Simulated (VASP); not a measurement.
# CsOs (Pm-3m) in VASP: a series of runs, part 2 of 2

VASP 6.6.1.

## 3. Relaxation of cell and atoms, PBE

Input file INCAR:

```
SYSTEM = CsOs
PREC = Accurate
ENCUT = 600
EDIFF = 1E-6
ISMEAR = 0
SIGMA = 0.1
LREAL = .False.
LASPH = .True.
NELM = 100
ALGO = Fast
ISIF = 3
LWAVE = .False.
LCHARG = .False.
GGA = PE
IBRION = 2
NSW = 100
EDIFFG = -0.01
```

Input file KPOINTS:

```
Automatic mesh
0
Gamma
  16 16 16
  0 0 0
```

Input file POSCAR:

```
CsOs
1.0
    3.7197539517      0.0000000000      0.0000000000
    0.0000000000      3.7197539517      0.0000000000
    0.0000000000      0.0000000000      3.7197539517
Cs Os
1 1
Direct
    0.0000000000      0.0000000000      0.0000000000
    0.5000000000      0.5000000000      0.5000000000
```

Potentials or basis: VASP PAW PBE potentials, release 64 (Cs_sv, Os).

Run with:

```sh
$ cat potpaw_PBE.64/Cs_sv/POTCAR potpaw_PBE.64/Os/POTCAR > POTCAR
$ mpirun -np 1 vasp_std > vasp.out
```

OUTCAR:

```text
SYSTEM = CsOs
   PREC = Accurate
   ENCUT = 600
   EDIFF = 1E-6
   ISMEAR = 0
   LREAL = .False.
   LASPH = .True.
   NELM = 100
   ISIF = 3
   GGA = PE
   IBRION = 2
   NSW = 100
   EDIFFG = -0.01

 ion  position               nearest neighbor table
   1  0.000  0.000  0.000-   2 3.22   2 3.22   2 3.22   2 3.22   2 3.22   2 3.22   2 3.22   2 3.22

   2  0.500  0.500  0.500-   1 3.22   1 3.22   1 3.22   1 3.22   1 3.22   1 3.22   1 3.22   1 3.22

  LATTYP: Found a simple cubic cell.
 ALAT       =     3.7197539517

  Lattice vectors:

 A1 = (   3.7197539517,   0.0000000000,   0.0000000000)
 A2 = (   0.0000000000,   3.7197539517,   0.0000000000)
 A3 = (   0.0000000000,   0.0000000000,   3.7197539517)

Analysis of symmetry for initial positions (statically):
[... 270 lines left out ...]
      4      -3.7138      2.00000
      5       0.6356      2.00000
      6       1.7293      2.00000
      7       1.7293      2.00000
      8       3.6211      1.99972
      9       3.6211      1.99972
     10       3.6211      1.99972
     11       9.0423      0.00000
     12       9.0423      0.00000
[... 331 lines left out ...]
 k-point    24 :       0.5000    0.1250    0.0000
  band No.  band energies     occupation
      1     -17.3480      2.00000
      2      -5.9077      2.00000
      3      -3.9442      2.00000
      4      -3.6162      2.00000
      5       2.3168      2.00000
      6       3.4600      2.00000
      7       3.4928      2.00000
      8       3.6291      1.99956
      9       3.7792      1.83645
     10       4.9275      0.00000
     11       5.6047      0.00000
     12       7.8605      0.00000

 [... further k-points ...]

------------------------ aborting loop because EDIFF is reached ----------------------------------------

  FORCE on cell =-STRESS in cart. coord.  units (eV):
  Direction    XX          YY          ZZ          XY          YZ          ZX
  --------------------------------------------------------------------------------------
  -------------------------------------------------------------------------------------
  Total       -0.0071082     -0.0071082     -0.0071082      0.0000000      0.0000000      0.0000000
  in kB       -0.2151058     -0.2151058     -0.2151058      0.0000000      0.0000000      0.0000000
  external PRESSURE =      -0.2151058 kB  Pullay stress =       0.0000000 kB
[... 17 lines left out ...]
  FREE ENERGIE OF THE ION-ELECTRON SYSTEM (eV)
  ---------------------------------------------------
  free  energy   TOTEN  =        -6.0458621480 eV

  energy  without entropy=       -6.0105456511  energy(sigma->0) =       -6.02820390

 reached required accuracy - stopping structural energy minimisation
```

OSZICAR:

```text
N       E                     dE             d eps       ncg     rms          rms(c)
DAV:   1     0.110935615453E+03    0.11094E+03   -0.82553E+03  3960   0.140E+03
DAV:   2     0.260341542929E+01   -0.10833E+03   -0.10082E+03  4756   0.316E+02
DAV:   3    -0.606616716522E+01   -0.86696E+01   -0.79361E+01  4908   0.736E+01
[... 26 lines left out ...]
RMM:   4    -0.604583700407E+01    0.20738E-03   -0.23390E-03  3981   0.364E-01    0.364E-02
RMM:   5    -0.604585979596E+01   -0.22792E-04   -0.27411E-04  4076   0.181E-01    0.215E-02
RMM:   6    -0.604586108550E+01   -0.12895E-05   -0.57884E-05  4154   0.578E-02    0.110E-02
RMM:   7    -0.604586168830E+01   -0.60280E-06   -0.10591E-05  3675   0.277E-02    0.332E-03
RMM:   8    -0.604586214802E+01   -0.45972E-06   -0.28919E-06  2836   0.152E-02
   3 F= -.60458621E+01 E0= -.60282039E+01  d E =-.339307E-02
```

Run time: 4.2 min. Hardware: 1 thread of Oxide Virtual Turin-like, shared host; peak memory 0.26 GiB.

Results:

```yaml
Free_energy: -6.0459 eV
Relaxed_volume: 26.47 Å³/atom
Relaxed_cell: a = 3.755 Å, b = 3.755 Å, c = 3.755 Å, α = 90.00°, β = 90.00°, γ = 90.00°
Space_group_after_relaxing_to_0.1_Å: Pm-3m (No. 221)
Energy_gained_by_relaxing: 1.7 meV/atom
Ionic_steps: 3
Pressure_after_relaxing: 0.0 GPa
Band_gap_on_the_k_mesh: zero (an odd number of electrons rules out a gap without spin polarisation)
```

Step by step:
```csv
step,energy change (eV),largest force (eV/Å),pressure (GPa),volume (Å³)
1,0.0000,0.0000,0.78,51.47
2,-0.0030,0.0000,0.25,52.41
3,-0.0034,0.0000,-0.02,52.94
```

Final structure:
```
Cs Os
1.0
     3.75497    0.00000    0.00000
     0.00000    3.75497    0.00000
     0.00000    0.00000    3.75497
Cs Os
1 1
Cartesian
  0.0000 0.0000 0.0000
  1.8775 1.8775 1.8775
```

Caveat: spin-orbit coupling is left out, which moves the levels of the heavy elements.

## 4. Relaxation of cell and atoms, PBE

This run uses another cell than the first one, of 30.17 Å³/atom.

Input file INCAR:

```
SYSTEM = CsOs
PREC = Accurate
ENCUT = 600
EDIFF = 1E-6
ISMEAR = 0
SIGMA = 0.1
LREAL = .FALSE.
LASPH = .TRUE.
NELM = 80
ALGO = Normal
ISIF = 3
LWAVE = .FALSE.
LCHARG = .FALSE.
GGA = PE
IBRION = 2
NSW = 100
EDIFFG = -0.01
```

Input file KPOINTS:

```
Automatic mesh
0
G
  14 14 14
  0 0 0
```

Input file POSCAR:

```
CsOs
1.0
    3.9224114749      0.0000000000      0.0000000000
    0.0000000000      3.9224114749      0.0000000000
    0.0000000000      0.0000000000      3.9224114749
Cs Os
1 1
Direct
    0.0000000000      0.0000000000      0.0000000000
    0.5000000000      0.5000000000      0.5000000000
```

Run with:

```sh
$ cat potpaw_PBE.64/Cs_sv/POTCAR potpaw_PBE.64/Os/POTCAR > POTCAR
$ mpirun -np 1 vasp_std > vasp.out
```

Run time: 5 min. Hardware: 1 thread of Oxide Virtual Turin-like, shared host; peak memory 0.26 GiB.

It converged, with:

* Free energy: -6.0457 eV
* Relaxed volume: 26.41 Å³/atom
* Relaxed cell: a = 3.752 Å, b = 3.752 Å, c = 3.752 Å, α = 90.00°, β = 90.00°, γ = 90.00°
* Space group after relaxing (to 0.1 Å): Pm-3m (No. 221)
* Energy gained by relaxing: 27.7 meV/atom
* Ionic steps: 4
* Pressure after relaxing: 0.1 GPa
* Band gap on the k mesh: zero (an odd number of electrons rules out a gap without spin polarisation)

Step by step:
```csv
step,energy change (eV),largest force (eV/Å),pressure (GPa),volume (Å³)
1,0.0000,0.0000,-2.01,60.35
2,-0.0352,0.0000,-1.41,57.10
3,-0.0552,0.0000,-0.20,53.39
4,-0.0555,0.0000,0.05,52.83
```

Final structure:
```
Cs Os
1.0
     3.75217    0.00000    0.00000
     0.00000    3.75217    0.00000
     0.00000    0.00000    3.75217
Cs Os
1 1
Direct
  0.00000 0.00000 0.00000
  0.50000 0.50000 0.50000
```

Levels at points of the mesh, in eV from the Fermi level:
```
           k point  band 4  band 5  band 6  band 7  band 8  band 9  band 10  band 11  band 12
(0.00, 0.00, 0.00)   -7.60   -3.24   -2.16   -2.16   -0.26   -0.26    -0.26     5.17     5.17
(0.50, 0.00, 0.00)   -7.55   -1.58   -0.31   -0.08    0.06    0.06     0.95     1.34     3.53
(0.50, 0.50, 0.00)   -7.16   -2.96   -1.33   -1.02   -1.02    0.54     0.78     4.99     4.99
(0.50, 0.50, 0.50)   -9.07    0.27    0.27    0.27    0.59    0.59     0.77     0.77     0.77
```

Caveat: spin-orbit coupling is left out, which moves the levels of the heavy elements.

## 5. Summary

```csv
task,cell,k mesh,cutoff (eV),gap on the mesh (eV),pressure (GPa),relaxed volume (Å³/atom)
single point,"a = 3.720 Å, 2 atoms",16 × 16 × 16,520,none,0.7,-
relaxation of cell and atoms,"relaxed from a = 3.720 Å, 2 atoms",16 × 16 × 16,600,none,0.0,26.47
relaxation of cell and atoms,"relaxed from a = 3.922 Å, 2 atoms",14 × 14 × 14,600,none,0.1,26.41
```

Alike in all rows: level PBE; potentials or basis VASP PAW PBE potentials, release 64 (Cs_sv, Os); no spin polarisation; smearing gaussian 0.1 eV.

Caveats: spin-orbit coupling is left out, which moves the levels of the heavy elements.

Absolute energies hang on the potentials; compare differences alone.
